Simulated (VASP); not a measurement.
# BN (k07) (P6_3mc) in VASP: further runs

The runs below take BN (k07) through single point, relaxation of cell and atoms, with PBE+D3(BJ).

All numbers are computed with VASP 6.6.1; they aren't measurements. Logs are shortened: lines on timing, memory, paths and dates and some standing lists are left out, and cuts for length are marked.

## 1. The cell of the first run

Symmetry: P6_3mc, No. 186, hexagonal system. Conventional cell: a = 2.515 Å, b = 2.515 Å, c = 4.161 Å, α = 90.00°, β = 90.00°, γ = 120.00°. B (site symmetry 3m) has 4 N at 1.54 to 1.56 Å within 2.1 Å. N (site symmetry 3m) has 4 B at 1.54 to 1.56 Å within 2.1 Å.

## 2. Single point, PBE+D3(BJ)

Input file INCAR:

```
SYSTEM = BN
PREC     = Accurate       ! precision mode
ENCUT    = 520            ! plane-wave cutoff, eV
EDIFF    = 1E-6           ! SCF threshold, eV
ISMEAR   = 0              ! smearing method
SIGMA    = 0.02           ! smearing width, eV
LREAL    = .False.        ! projectors in reciprocal space
LASPH    = .True.         ! aspherical terms in the spheres
NELM     = 100            ! most SCF steps
ALGO     = Normal         ! electronic algorithm
ISIF     = 2              ! what is computed and relaxed
LWAVE    = .False.        ! write WAVECAR
LCHARG   = .True.         ! write CHGCAR
GGA      = PE             ! functional
IVDW     = 12             ! dispersion correction
LELF     = .True.         ! ELF
LVHAR    = .True.       
NBANDS   = 16             ! bands
```

Input file KPOINTS:

```
Automatic mesh
0
Gamma
  15 15 8
  0 0 0
```

Input file POSCAR:

```
BN
1.0
    2.5153557230      0.0000000000      0.0000000000
   -1.2576778615      2.1783619557      0.0000000000
    0.0000000000      0.0000000000      4.1609901291
B N
2 2
Direct
    0.6666666667      0.3333333333      0.0003579913
    0.3333333333      0.6666666667      0.5003579913
    0.6666666667      0.3333333333      0.3746420087
    0.3333333333      0.6666666667      0.8746420087
```

Potentials or basis: VASP PAW PBE potentials, release 64 (B, N).

Command:

```sh
cat potpaw_PBE.64/B/POTCAR potpaw_PBE.64/N/POTCAR > POTCAR
mpirun -np 1 vasp_std > vasp.out
```

OUTCAR:

```text
SYSTEM = BN
   PREC = Accurate
   ENCUT = 520
   EDIFF = 1E-6
   ISMEAR = 0
   LREAL = .False.
   LASPH = .True.
   NELM = 100
   ISIF = 2
   GGA = PE
   IVDW = 12
 IVDW          = 12

 ion  position               nearest neighbor table
   1  0.667  0.333  0.000-   4 1.54   4 1.54   4 1.54   3 1.56
   2  0.333  0.667  0.500-   3 1.54   3 1.54   3 1.54   4 1.56
   3  0.667  0.333  0.375-   2 1.54   2 1.54   2 1.54   1 1.56
   4  0.333  0.667  0.875-   1 1.54   1 1.54   1 1.54   2 1.56

  LATTYP: Found a hexagonal cell.
 ALAT       =     2.5153557230
 C/A-ratio  =     1.6542352603

  Lattice vectors:

 A1 = (   2.5153557230,   0.0000000000,   0.0000000000)
 A2 = (  -1.2576778615,   2.1783619557,   0.0000000000)
 A3 = (   0.0000000000,   0.0000000000,   4.1609901291)

Analysis of symmetry for initial positions (statically):
=====================================================================
 Subroutine PRICEL returns:
 Original cell was already a primitive cell.

 Routine SETGRP: Setting up the symmetry group for a
 hexagonal supercell.

 Subroutine GETGRP returns: Found 12 space group operations
 (whereof  6 operations were pure point group operations)
 out of a pool of 24 trial point group operations.

The static configuration has the point symmetry C_3v.
 The point group associated with its full space group is C_6v.

Analysis of symmetry for dynamics (positions and initial velocities):
=====================================================================
 Subroutine PRICEL returns:
 Original cell was already a primitive cell.

 Routine SETGRP: Setting up the symmetry group for a
 hexagonal supercell.

 Subroutine GETGRP returns: Found 12 space group operations
 (whereof  6 operations were pure point group operations)
 out of a pool of 24 trial point group operations.

The dynamic configuration has the point symmetry C_3v.
 The point group associated with its full space group is C_6v.

 Subroutine INISYM returns: Found 12 space group operations
 (whereof  6 operations are pure point group operations),
 and found     1 'primitive' translations

----------------------------------------------------------------------------------------

                                     Primitive cell

  volume of cell :      22.7995

  direct lattice vectors                    reciprocal lattice vectors
     2.515355723  0.000000000  0.000000000     0.397558083  0.229530266  0.000000000
    -1.257677861  2.178361956  0.000000000     0.000000000  0.459060533  0.000000000
     0.000000000  0.000000000  4.160990129     0.000000000  0.000000000  0.240327415

  length of vectors
     2.515355723  2.515355723  4.160990129     0.459060533  0.459060533  0.240327415

  position of ions in fractional coordinates (direct lattice)
     0.666666667  0.333333333  0.000357991
     0.333333333  0.666666667  0.500357991
     0.666666667  0.333333333  0.374642009
     0.333333333  0.666666667  0.874642009

  ion indices of the primitive-cell ions
   primitive index   ion index
                 1           1
                 2           2
                 3           3
                 4           4

----------------------------------------------------------------------------------------

 KPOINTS: Automatic mesh

Automatic generation of k-mesh.
 Grid dimensions read from file:
 generate k-points for:   15   15    8

 Generating k-lattice:

  Cartesian coordinates                     Fractional coordinates (reciprocal lattice)
     0.026503872  0.015302018  0.000000000     0.066666667  0.000000000  0.000000000
     0.000000000  0.030604036  0.000000000     0.000000000  0.066666667  0.000000000
     0.000000000  0.000000000  0.030040927     0.000000000  0.000000000  0.125000000

  Length of vectors
     0.030604036  0.030604036  0.030040927

  Shift w.r.t. Gamma in fractional coordinates (k-lattice)
     0.000000000  0.000000000  0.000000000

 Subroutine IBZKPT returns following result:
 ===========================================

 Found    135 irreducible k-points:

 Following reciprocal coordinates:
            Coordinates               Weight
  0.000000  0.000000  0.000000      1.000000
  0.066667  0.000000  0.000000      6.000000
  0.133333  0.000000  0.000000      6.000000
  0.200000  0.000000  0.000000      6.000000
  0.266667  0.000000  0.000000      6.000000
  0.333333  0.000000  0.000000      6.000000
[... 16 lines left out ...]
  0.333333  0.200000  0.000000     12.000000
  0.400000  0.200000  0.000000      6.000000
 [... further k-points ...]
   k-points           NKPTS =    135   k-points in BZ     NKDIM =    135   number of bands    NBANDS=     16
   number of dos      NEDOS =    301   number of ions     NIONS =      4
   total plane-waves  NPLWV =  12800
   dimension x,y,z NGX =    20 NGY =   20 NGZ =   32
   dimension x,y,z NGXF=    40 NGYF=   40 NGZF=   64
   ions per type =               2   2
   NGX,Y,Z   is equivalent  to a cutoff of  13.22, 13.22, 12.79 a.u.
   NGXF,Y,Z  is equivalent  to a cutoff of  26.44, 26.44, 25.57 a.u.
 SYSTEM =  BN
   PREC   = accura    normal or accurate (medium, high low for compatibility)
   ISTART =      0    job   : 0-new  1-cont  2-samecut
   ICHARG =      2    charge: 1-file 2-atom 10-const
   ISPIN  =      1    spin polarized calculation?
   LNONCOLLINEAR =      F non collinear calculations
   LSORBIT =      F    spin-orbit coupling
   LASPH  =      T    aspherical Exc in radial PAW
   ENCUT  =  520.0 eV  38.22 Ry    6.18 a.u.   4.68  4.68  7.74*2*pi/ulx,y,z
   NELM   =    100;   NELMIN=  2; NELMDL= -5     # of ELM steps
   EDIFF  = 0.1E-05   stopping-criterion for ELM
   LREAL  =      F    real-space projection
   EDIFFG = 0.1E-04   stopping-criterion for IOM
   NSW    =      0    number of steps for IOM
   IBRION =     -1    ionic relax: 0-MD 1-quasi-New 2-CG
   NFREE  =      0    steps in history (QN), initial steepest desc. (CG)
   ISIF   =      2    stress and relaxation
   ISYM   =      2    0-nonsym 1-usesym 2-fastsym
   POTIM  = 0.5000    time-step for ionic-motion
   TEBEG  =    0.0;   TEEND  =   0.0 temperature during run
   PSTRESS=    0.0 pullay stress
   NELECT =      16.0000    total number of electrons
   NUPDOWN=      -1.0000    fix difference up-down
   EMIN   =  10.00;   EMAX   =-10.00  energy-range for DOS
   EFERMI =   0.00;   METHOD = LEGACY
   ISMEAR =     0;   SIGMA  =   0.02  broadening in eV -4-tet -1-fermi 0-gaus
   EFERMI_NEDOS =   21; number of points for ismear=-14 and -15
   IALGO  =     38    algorithm
   IMIX   =      4    mixing-type and parameters
     AMIX     =   0.40;   BMIX     =  1.00
     AMIX_MAG =   1.60;   BMIX_MAG =  1.00
  volume/ion in A,a.u.               =       5.70        38.46
  Fermi-wavevector in a.u.,A,eV,Ry     =   1.454809  2.749191 28.796330  2.116471
  Thomas-Fermi vector in A             =   2.571917
   LORBIT       =      0    0 simple, 1 ext, 2 COOP (PROOUT), +10 PAW based schemes
   GGA     = PE    functional components
   LHFCALC =     F    Hartree Fock is set to
   AEXX    =    0.0000 exact exchange contribution
   IVDW    =    12    specifies the selected vdW correction
   LEPSILON=     F    determine dielectric tensor
   LRPA    =     F    only Hartree local field effects (RPA)
 non-spin polarized calculation
 Gauss-broadening in eV      SIGMA  =   0.02
  energy-cutoff  :      520.00
  volume of cell :       22.80
 maximum number of plane-waves:       629
 NGX is ok and might be reduce to    20
   NGX =  9   NGY =  9   NGZ = 15

 number of electron      15.9999998 magnetization

 Free energy of the ion-electron system (eV)
  ---------------------------------------------------
  ext. energy  EPLUGINS =         0.00000000
  ---------------------------------------------------
  free energy    TOTEN  =       -34.76866449 eV

  energy without entropy =      -34.76866449  energy(sigma->0) =      -34.76866449

 E-fermi :   8.2010     XC(G=0): -12.9896

 val. band max:        8.0196425870   @ k =   0.0000   0.0000   0.0000
 cond. band min:      13.1320853217   @ k =   0.3333   0.3333   0.0000
 fundamental gap:      5.1124427346
 Fermi energy:         8.2010377394

 k-point     1 :       0.0000    0.0000    0.0000
  band No.  band energies     occupation
      1     -12.8132      2.00000
      2      -8.4906      2.00000
      3      -3.2545      2.00000
      4       5.8146      2.00000
      5       5.8146      2.00000
      6       7.7182      2.00000
[... 8 lines left out ...]
     15      20.1928      0.00000
     16      24.7014      0.00000

 k-point     2 :       0.0667    0.0000    0.0000
  band No.  band energies     occupation
      1     -12.7134      2.00000
      2      -8.4133      2.00000
      3      -3.1562      2.00000
      4       5.3511      2.00000
      5       5.6211      2.00000
      6       7.6042      2.00000
[... 8 lines left out ...]
     15      20.4916      0.00000
     16      24.5416      0.00000

 k-point     3 :       0.1333    0.0000    0.0000
  band No.  band energies     occupation
      1     -12.4162      2.00000
      2      -8.1877      2.00000
      3      -2.8635      2.00000
      4       4.1559      2.00000
      5       5.1313      2.00000
      6       6.6411      2.00000
[... 8 lines left out ...]
     15      21.3065      0.00000
     16      24.0372      0.00000

 k-point     4 :       0.2000    0.0000    0.0000
  band No.  band energies     occupation
      1     -11.9276      2.00000
      2      -7.8363      2.00000
      3      -2.3839      2.00000
      4       2.5963      2.00000
      5       4.5172      2.00000
      6       5.2916      2.00000
[... 8 lines left out ...]
     15      22.4508      0.00000
     16      23.5192      0.00000
[... 324 lines left out ...]
 k-point    22 :       0.2667    0.2000    0.0000
  band No.  band energies     occupation
      1      -9.4186      2.00000
      2      -6.6963      2.00000
      3      -0.4913      2.00000
      4       0.0712      2.00000
      5       0.3504      2.00000
      6       2.4739      2.00000
[... 8 lines left out ...]
     15      23.5885      0.00000
     16      24.8796      0.00000

 k-point    23 :       0.3333    0.2000    0.0000
  band No.  band energies     occupation
      1      -8.5586      2.00000
      2      -6.7978      2.00000
      3      -1.2140      2.00000
      4       0.2856      2.00000
      5       0.9031      2.00000
      6       1.5489      2.00000
[... 8 lines left out ...]
     15      24.3261      0.00000
     16      24.8750      0.00000

 k-point    24 :       0.4000    0.2000    0.0000
  band No.  band energies     occupation
      1      -8.0467      2.00000
      2      -7.0413      2.00000
      3      -1.4598      2.00000
      4       0.4853      2.00000
      5       0.9278      2.00000
      6       1.4507      2.00000
[... 8 lines left out ...]
     15      24.1090      0.00000
     16      25.3191      0.00000

 [... further k-points ...]

------------------------ aborting loop because EDIFF is reached ----------------------------------------

 Edisp (eV)   -0.86723

 E8    (eV) :    -0.2563

  FORCE on cell =-STRESS in cart. coord.  units (eV):
  Direction    XX          YY          ZZ          XY          YZ          ZX
  --------------------------------------------------------------------------------------
  -------------------------------------------------------------------------------------
  Total       1.83442     1.83442     1.82862     0.00000     0.00000     0.00000
  in kB     128.90868   128.90868   128.50116     0.00000     0.00000     0.00000
  external pressure =      128.77 kB  Pullay stress =        0.00 kB

 VOLUME and BASIS-vectors are now :
 -----------------------------------------------------------------------------
  energy-cutoff  :      520.00
  volume of cell :       22.80
      direct lattice vectors                 reciprocal lattice vectors
     2.515355723  0.000000000  0.000000000     0.397558083  0.229530266  0.000000000
    -1.257677861  2.178361956  0.000000000     0.000000000  0.459060533  0.000000000
     0.000000000  0.000000000  4.160990129     0.000000000  0.000000000  0.240327415

 POSITION                                       TOTAL-FORCE (eV/Angst)
 -----------------------------------------------------------------------------------
      1.25768      0.72612      0.00149         0.000000      0.000000      0.001867
     -0.00000      1.45224      2.08198         0.000000     -0.000000      0.001867
      1.25768      0.72612      1.55888        -0.000000      0.000000     -0.001867
     -0.00000      1.45224      3.63938        -0.000000      0.000000     -0.001867
 -----------------------------------------------------------------------------------
    total drift:                                0.000000      0.000000     -0.000466

  FREE ENERGIE OF THE ION-ELECTRON SYSTEM (eV)
  ---------------------------------------------------
  free  energy   TOTEN  =       -35.6358980152 eV

  energy  without entropy=      -35.6358980152  energy(sigma->0) =      -35.63589802
```

Run time: 17 s. Hardware: 1 thread of Intel Xeon 6975P-C (Granite Rapids), shared host; peak memory 0.17 GiB.

What came out:

```yaml
Free_energy: -35.6359 eV
Pressure: 12.9 GPa
Band_gap_on_the_k_mesh: 5.11 eV, indirect (least direct gap 8.46 eV)
Dispersion_energy_per_atom: -0.217 eV
```

[end of part 1 of 3]
